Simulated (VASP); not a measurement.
# BiOs (C2/m) in VASP: single point with PBEsol

Aim: the single point of BiOs with PBEsol.

All numbers are computed with VASP 6.6.1; they aren't measurements. Logs are shortened: lines on timing, memory, paths and dates and some standing lists are left out, and cuts for length are marked.

## (1) The cell of the first run

Symmetry: C2/m, No. 12, monoclinic system. Conventional cell: a = 4.465 Å, b = 4.421 Å, c = 5.730 Å, α = 90.00°, β = 91.66°, γ = 90.00°. Bi (site symmetry 2/m) has 2 Os at 2.87 Å and 4 Bi at 3.14 Å within 3.8 Å. Os (site symmetry 2/m) has 2 Bi at 2.87 Å and 4 Os at 3.14 Å within 3.8 Å.

## (2) Single point, PBEsol (Au replaced by Os, lengths x 1.017, strained)

Contents of INCAR:

```
  PREC = Accurate
  ENCUT = 520
  EDIFF = 1E-6
  ISMEAR = 0
  SIGMA = 0.1
  LREAL = F
  LASPH = T
  NELM = 80
  ALGO = Fast
  ISIF = 2
  LWAVE = F
  LCHARG = F
  GGA = PS
  NBANDS = 18
```

Contents of KPOINTS:

```
Automatic mesh
0
Gamma
  14 14 8
```

Contents of POSCAR:

```
BiOs
1.0
    2.2327030395     -2.2103981140      0.0000000000
    2.2327030395      2.2103981140      0.0000000000
   -0.1663869082      0.0000000000      5.7280346602
Bi Os
1 1
Direct
    0.0000000000      0.0000000000      0.5000000000
    0.0000000000      0.0000000000      0.0000000000
```

Potentials or basis: VASP PAW PBE potentials, release 64 (Bi_d, Os).

On the command line:

```
$ cat potpaw_PBE.64/Bi_d/POTCAR potpaw_PBE.64/Os/POTCAR > POTCAR
$ mpirun -np 1 vasp_std > vasp.out
```

OUTCAR:

```text
PREC = Accurate
   ENCUT = 520
   EDIFF = 1E-6
   ISMEAR = 0
   LREAL = F
   LASPH = T
   NELM = 80
   ISIF = 2
   GGA = PS

 ion  position               nearest neighbor table
   1  0.000  0.000  0.500-   2 2.87   2 2.87
   2  0.000  0.000  0.000-   1 2.87   1 2.87

  LATTYP: Found a base centered monoclinic cell.
 ALAT       =     4.4654060790
 B/A-ratio  =     0.9900099005
 C/A-ratio  =     1.2832989067
 COS(beta)  =    -0.0290355708

  Lattice vectors:

 A1 = (   2.2327030395,  -2.2103981140,   0.0000000000)
 A2 = (   2.2327030395,   2.2103981140,   0.0000000000)
 A3 = (  -0.1663869082,   0.0000000000,   5.7280346602)

Analysis of symmetry for initial positions (statically):
=====================================================================
 Subroutine PRICEL returns:
 Original cell was already a primitive cell.

 Routine SETGRP: Setting up the symmetry group for a
 base centered monoclinic supercell.

 Subroutine GETGRP returns: Found  4 space group operations
 (whereof  4 operations were pure point group operations)
 out of a pool of  4 trial point group operations.

The static configuration has the point symmetry C_2h.

Analysis of symmetry for dynamics (positions and initial velocities):
=====================================================================
 Subroutine PRICEL returns:
 Original cell was already a primitive cell.

 Routine SETGRP: Setting up the symmetry group for a
 base centered monoclinic supercell.

 Subroutine GETGRP returns: Found  4 space group operations
 (whereof  4 operations were pure point group operations)
 out of a pool of  4 trial point group operations.

The dynamic configuration has the point symmetry C_2h.

 Subroutine INISYM returns: Found  4 space group operations
 (whereof  4 operations are pure point group operations),
 and found     1 'primitive' translations

----------------------------------------------------------------------------------------

                                     Primitive cell

  volume of cell :      56.5376

  direct lattice vectors                    reciprocal lattice vectors
     2.232703040 -2.210398114  0.000000000     0.223943799 -0.226203595  0.006505079
     2.232703040  2.210398114  0.000000000     0.223943799  0.226203595  0.006505079
    -0.166386908  0.000000000  5.728034660     0.000000000  0.000000000  0.174579949
[... 80 lines left out ...]
   LSORBIT =      F    spin-orbit coupling
   LASPH  =      T    aspherical Exc in radial PAW
   ENCUT  =  520.0 eV  38.22 Ry    6.18 a.u.   5.84  5.84 10.65*2*pi/ulx,y,z
   NELM   =     80;   NELMIN=  2; NELMDL= -5     # of ELM steps
   EDIFF  = 0.1E-05   stopping-criterion for ELM
   LREAL  =      F    real-space projection
   EDIFFG = 0.1E-04   stopping-criterion for IOM
   NSW    =      0    number of steps for IOM
   IBRION =     -1    ionic relax: 0-MD 1-quasi-New 2-CG
   NFREE  =      0    steps in history (QN), initial steepest desc. (CG)
   ISIF   =      2    stress and relaxation
   ISYM   =      2    0-nonsym 1-usesym 2-fastsym
   POTIM  = 0.5000    time-step for ionic-motion
   TEBEG  =    0.0;   TEEND  =   0.0 temperature during run
   PSTRESS=    0.0 pullay stress
   NELECT =      23.0000    total number of electrons
   NUPDOWN=      -1.0000    fix difference up-down
   EMIN   =  10.00;   EMAX   =-10.00  energy-range for DOS
   EFERMI =   0.00;   METHOD = LEGACY
   ISMEAR =     0;   SIGMA  =   0.10  broadening in eV -4-tet -1-fermi 0-gaus
   EFERMI_NEDOS =   21; number of points for ismear=-14 and -15
   IALGO  =     68    algorithm
   IMIX   =      4    mixing-type and parameters
     AMIX     =   0.40;   BMIX     =  1.00
     AMIX_MAG =   1.60;   BMIX_MAG =  1.00
  volume/ion in A,a.u.               =      28.27       190.77
  Fermi-wavevector in a.u.,A,eV,Ry     =   1.213031  2.292295 20.020199  1.471443
  Thomas-Fermi vector in A             =   2.348496
   LORBIT       =      0    0 simple, 1 ext, 2 COOP (PROOUT), +10 PAW based schemes
   GGA     = PS    functional components
   LHFCALC =     F    Hartree Fock is set to
   AEXX    =    0.0000 exact exchange contribution
   IVDW    =     0    specifies the selected vdW correction
   LEPSILON=     F    determine dielectric tensor
   LRPA    =     F    only Hartree local field effects (RPA)
 non-spin polarized calculation
 RMM-DIIS sequential band-by-band and
 Gauss-broadening in eV      SIGMA  =   0.10
  energy-cutoff  :      520.00
  volume of cell :       56.54
 maximum number of plane-waves:      1554
   NGX = 11   NGY = 11   NGZ = 21

 number of electron      23.0000000 magnetization

 Free energy of the ion-electron system (eV)
  ---------------------------------------------------
  ext. energy  EPLUGINS =         0.00000000
  ---------------------------------------------------
  free energy    TOTEN  =       -12.30427651 eV

  energy without entropy =      -12.28171905  energy(sigma->0) =      -12.29299778

 E-fermi :   5.1177     XC(G=0): -10.5240

 val. band max:        5.1137445665   @ k =  -0.2143   0.0000   0.3750
 cond. band min:       5.1202765908   @ k =  -0.2143  -0.2857   0.1250
 fundamental gap:      0.0065320243
 Fermi energy:         5.1176819832

 k-point     1 :       0.0000    0.0000    0.0000
  band No.  band energies     occupation
      1     -17.9353      2.00000
      2     -17.6499      2.00000
      3     -17.4878      2.00000
      4     -17.4350      2.00000
      5     -17.4340      2.00000
      6      -7.7863      2.00000
[... 481 lines left out ...]
      5     -17.4528      2.00000
      6      -6.4500      2.00000
[... 10 lines left out ...]
     17      13.6788      0.00000
     18      15.9960      0.00000

 [... further k-points ...]

------------------------ aborting loop because EDIFF is reached ----------------------------------------

  FORCE on cell =-STRESS in cart. coord.  units (eV):
  Direction    XX          YY          ZZ          XY          YZ          ZX
  --------------------------------------------------------------------------------------
  -------------------------------------------------------------------------------------
  Total       -5.8223167     -5.7192482     -6.0803277      0.0000000      0.0000000      0.1235262
  in kB     -164.9944401   -162.0736546   -172.3060276      0.0000000      0.0000000      3.5005190
  external PRESSURE =    -166.4580408 kB  Pullay stress =       0.0000000 kB

 VOLUME and BASIS-vectors are now :
 -----------------------------------------------------------------------------
  energy-cutoff  :      520.00
  volume of cell :       56.54
      direct lattice vectors                 reciprocal lattice vectors
     2.232703040 -2.210398114  0.000000000     0.223943799 -0.226203595  0.006505079
     2.232703040  2.210398114  0.000000000     0.223943799  0.226203595  0.006505079
    -0.166386908  0.000000000  5.728034660     0.000000000  0.000000000  0.174579949

 POSITION                                       TOTAL-FORCE (eV/Angst)
 -----------------------------------------------------------------------------------
     -0.08319      0.00000      2.86402         0.000000     -0.000000      0.000000
      0.00000      0.00000      0.00000        -0.000000      0.000000      0.000000
 -----------------------------------------------------------------------------------
    total drift:                                0.000000     -0.000000      0.000000

  FREE ENERGIE OF THE ION-ELECTRON SYSTEM (eV)
  ---------------------------------------------------
  free  energy   TOTEN  =       -12.3042765135 eV

  energy  without entropy=      -12.2817190484  energy(sigma->0) =      -12.29299778
```

OSZICAR:

```text
N       E                     dE             d eps       ncg     rms          rms(c)
DAV:   1     0.190936175121E+03    0.19094E+03   -0.11579E+04 15554   0.136E+03
DAV:   2     0.350577929821E+01   -0.18743E+03   -0.18250E+03 15800   0.386E+02
DAV:   3    -0.123425524803E+02   -0.15848E+02   -0.15454E+02 18824   0.114E+02
DAV:   4    -0.128435126434E+02   -0.50096E+00   -0.49767E+00 18868   0.207E+01
DAV:   5    -0.128567575811E+02   -0.13245E-01   -0.13242E-01 20274   0.325E+00    0.543E+00
RMM:   6    -0.125275075642E+02    0.32925E+00   -0.12004E+00 16974   0.613E+00    0.216E+00
RMM:   7    -0.123307534114E+02    0.19675E+00   -0.17927E-01 18029   0.416E+00    0.143E+00
RMM:   8    -0.123028916202E+02    0.27862E-01   -0.16950E-01 17996   0.226E+00    0.264E-01
RMM:   9    -0.123040200986E+02   -0.11285E-02   -0.20900E-02 20919   0.135E+00    0.187E-01
RMM:  10    -0.123042556607E+02   -0.23556E-03   -0.49735E-03 23430   0.484E-01    0.846E-02
RMM:  11    -0.123042724426E+02   -0.16782E-04   -0.73254E-04 20442   0.251E-01    0.397E-02
RMM:  12    -0.123042733061E+02   -0.86344E-06   -0.28746E-04 21782   0.131E-01    0.838E-03
RMM:  13    -0.123042773955E+02   -0.40894E-05   -0.53417E-05 24209   0.505E-02    0.728E-03
RMM:  14    -0.123042763222E+02    0.10733E-05   -0.66435E-06 17350   0.246E-02    0.320E-03
RMM:  15    -0.123042765135E+02   -0.19127E-06   -0.11918E-06 10411   0.995E-03
   1 F= -.12304277E+02 E0= -.12292998E+02  d E =-.225575E-01
```

stdout:

```text
POSCAR found type information on POSCAR BiOs
 POSCAR found :  2 types and       2 ions
 scaLAPACK will be used
 -----------------------------------------------------------------------------
|                                                                             |
|                                                                             |
|     You enforced a specific xc type in the INCAR file but a different       |
|     I HOPE YOU KNOW WHAT YOU ARE DOING!                                     |
|                                                                             |
 -----------------------------------------------------------------------------

 LDA part: xc-table for (Slater+PW92), standard interpolation
 POSCAR, INCAR and KPOINTS ok, starting setup
 FFT: planning ... GRIDC
 FFT: planning ... GRID_SOFT
 FFT: planning ... GRID
 WAVECAR not read
 entering main loop
```

It took 2.9 min on 1 thread of Intel Xeon Platinum 8488C (Sapphire Rapids), shared host; peak memory 0.54 GiB.

Results:

```
Free energy            : -12.3043 eV
Pressure               : -16.6 GPa
Band gap on the k mesh : zero (an odd number of electrons rules out a gap without spin polarisation)
```

Caveat: the cell differs from its parent crystal (Au replaced by Os, lengths x 1.017, strained); the cell stands under tension; the PAW data sets were made with another functional, which shifts forces and pressure a little; spin-orbit coupling is left out, which moves the levels of the heavy elements.
